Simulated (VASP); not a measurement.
Here is a VASP 6.6.1 calculation.

File INCAR:

```
PREC     = Accurate       # precision mode
ENCUT    = 500            # plane-wave cutoff, eV
EDIFF    = 1E-7           # SCF threshold, eV
ISMEAR   = 0              # smearing method
SIGMA    = 0.1            # smearing width, eV
LREAL    = False          # projectors in reciprocal space
LASPH    = True           # aspherical terms in the spheres
NELM     = 200            # most SCF steps
ALGO     = Normal         # electronic algorithm
ISIF     = 3              # what is computed and relaxed
LWAVE    = False          # write WAVECAR
LCHARG   = False          # write CHGCAR
GGA      = PE             # functional
IBRION   = 2              # ionic algorithm
NSW      = 100            # ionic steps
EDIFFG   = -0.01          # ionic threshold
GGA_COMPAT= False        
NELMIN   = 4            
LMAXMIX  = 6              # l up to which the mixer works
```

The input KPOINTS:

```
Automatic mesh
0
Gamma
  12 12 8
```

POSCAR

```
TmHgCl
1.0
    3.6712241994      0.0000000000      0.0000000000
    0.0000000000      3.6712241994      0.0000000000
    0.0000000000      0.0000000000      6.5104323908
Tm Hg Cl
1 1 1
Direct
    0.0000000000      0.0000000000      0.0000000000
    0.5000000000      0.5000000000      0.5000000000
    0.5000000000      0.5000000000      0.0000000000
```

Potentials or basis: VASP PAW PBE potentials, release 64 (Tm_3, Hg, Cl), 4f in core.

Launch:

```sh
$ cat potpaw_PBE.64/Tm_3/POTCAR potpaw_PBE.64/Hg/POTCAR potpaw_PBE.64/Cl/POTCAR > POTCAR
$ mpirun -np 1 vasp_std > vasp.out
```

Question: What does it give for the band gap on the k mesh?

Answer: Zero (bands 14 and 15 overlap by 2.10 eV).

Question: Estimate the space group after relaxing (to 0.1 Å).

Answer: P4/mmm (No. 123).

Question: Predict the relaxed volume.

Answer: 28.68 Å³/atom.

Question: Estimate the relaxed cell.

Answer: a = 3.691 Å, b = 3.691 Å, c = 6.316 Å, α = 90.00°, β = 90.00°, γ = 90.00°.

Step by step:
```csv
step,energy change (eV),largest force (eV/Å),pressure (GPa),volume (Å³)
1,0.0000,0.0000,0.08,87.75
2,-0.0078,0.0000,-0.38,87.93
3,-0.0085,0.0000,-0.55,87.99
4,-0.0117,0.0000,-0.21,86.70
5,-0.0122,0.0000,-0.03,86.03
```

Caveat: spin-orbit coupling is left out, which moves the levels of the heavy elements; the 4f electrons are frozen in the core, so they carry no moment and show no levels; the run has no spin polarisation, though such a crystal can be magnetic. Spin polarisation is off, so any magnetic state and its effect on volume and gap are missing.
